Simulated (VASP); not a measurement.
Set up this calculation in VASP 6.6.1, as the native input.

- Task: single point
- Functional: PBE
- Potentials or basis: VASP PAW PBE potentials, release 64 (Ag, S, La)
- Cutoff: 520 eV
- k mesh: 6 × 6 × 6
- Occupations: fermi-dirac, width 0.02 eV
- Spin: no spin polarisation
- Dipole correction: no
- Further INCAR settings: ALGO = Normal; EDIFF = 1e-07; NBANDS = 25

The structure of LaAgS2 lies in POSCAR:

```
LaAgS2
1.0
    4.1300216913      0.0000000000      0.0000000000
    0.0000000000      4.1300216913      0.0000000000
    0.0000000000      0.0000000000      5.6048983238
Ag S La
1 2 1
Direct
    0.0000000000      0.0000000000      0.0000000000
    0.0000000000      0.0000000000      0.5000000000
    0.5000000000      0.5000000000      0.0000000000
    0.5000000000      0.5000000000      0.5000000000
```

The input as run:

INCAR

```
PREC = Accurate ; ENCUT = 520
EDIFF = 1E-7 ; ISMEAR = -1
SIGMA = 0.02 ; LREAL = False
LASPH = True ; NELM = 100
ALGO = Normal ; ISIF = 2
LWAVE = False ; LCHARG = False
GGA = PE ; NBANDS = 25
```

KPOINTS

```
Automatic mesh
0
Gamma
  6 6 6
```

Potentials or basis: VASP PAW PBE potentials, release 64 (Ag, S, La).

Command:

```bash
$ cat potpaw_PBE.64/Ag/POTCAR potpaw_PBE.64/S/POTCAR potpaw_PBE.64/La/POTCAR > POTCAR
$ mpirun -np 1 vasp_std > vasp.out
```

It gave:

```json
{
 "Pressure": "0.0 GPa",
 "Band gap on the k mesh": "zero (band 17 reaches 6.29 eV, above the bottom of band 18 at 6.04 eV)"
}
```

Caveat: spin-orbit coupling is left out, which moves the levels of the heavy elements.

It took 43 s on 1 thread of Intel(R) Xeon(R) 6975P-C (Granite Rapids), with other jobs on the host, peak memory 0.27 GiB.
